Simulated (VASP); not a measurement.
A run of VASP 6.6.1 is set up as follows.

The input INCAR:

```
SYSTEM = Cu
PREC = Accurate
ENCUT = 520
EDIFF = 1E-6
ISMEAR = 0
SIGMA = 0.1
LREAL = .False.
LASPH = .True.
NELM = 80
ALGO = Fast
ISIF = 2
LWAVE = .False.
LCHARG = .False.
GGA = PE
NBANDS = 12
```

File KPOINTS:

```
regular mesh
0
Gamma
  20 20 20
  0 0 0
```

The input POSCAR:

```
Cu
1.0
   -1.4606248781      1.4606248781      1.3656208157
    1.4606248781     -1.4606248781      1.3656208157
    1.4606248781      1.4606248781     -1.3656208157
Cu
1
Direct
    0.0000000000      0.0000000000      0.0000000000
```

Potentials or basis: VASP PAW PBE potentials, release 64 (Cu).

Command:

```bash
$ cat potpaw_PBE.64/Cu/POTCAR > POTCAR
$ mpirun -np 1 vasp_std > vasp.out
```

(1) What does it give for the pressure?

## Answers

(1) 5.3 GPa.
